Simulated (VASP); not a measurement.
Here is a VASP 6.6.1 calculation.

Contents of INCAR:

```
SYSTEM = CuO2
PREC = Accurate
ENCUT = 520
EDIFF = 1E-7
ISMEAR = 0
SIGMA = 0.1
LREAL = .FALSE.
LASPH = .TRUE.
NELM = 100
ALGO = Normal
ISIF = 2
LWAVE = .FALSE.
LCHARG = .FALSE.
GGA = PS
NBANDS = 18
```

File KPOINTS:

```
regular mesh
0
G
  16 16 16
  0 0 0
```

File POSCAR:

```
CuO2
1.0
    0.0000000000      2.3844798727      2.3844798727
    2.3844798727      0.0000000000      2.3844798727
    2.3844798727      2.3844798727      0.0000000000
Cu O
1 2
Direct
    0.0000000000      0.0000000000      0.0000000000
    0.2500000000      0.2500000000      0.2500000000
    0.7500000000      0.7500000000      0.7500000000
```

Potentials or basis: VASP PAW PBE potentials, release 64 (Cu, O).

Command:

```bash
$ cat potpaw_PBE.64/Cu/POTCAR potpaw_PBE.64/O/POTCAR > POTCAR
$ mpirun -np 1 vasp_std > vasp.out
```

What does it give for the pressure?

-1.3 GPa.

Caveat: the PAW data sets were made with another functional, which shifts forces and pressure a little; an odd number of electrons without spin polarisation forces a metal; a magnetic or distorted state may lie lower.
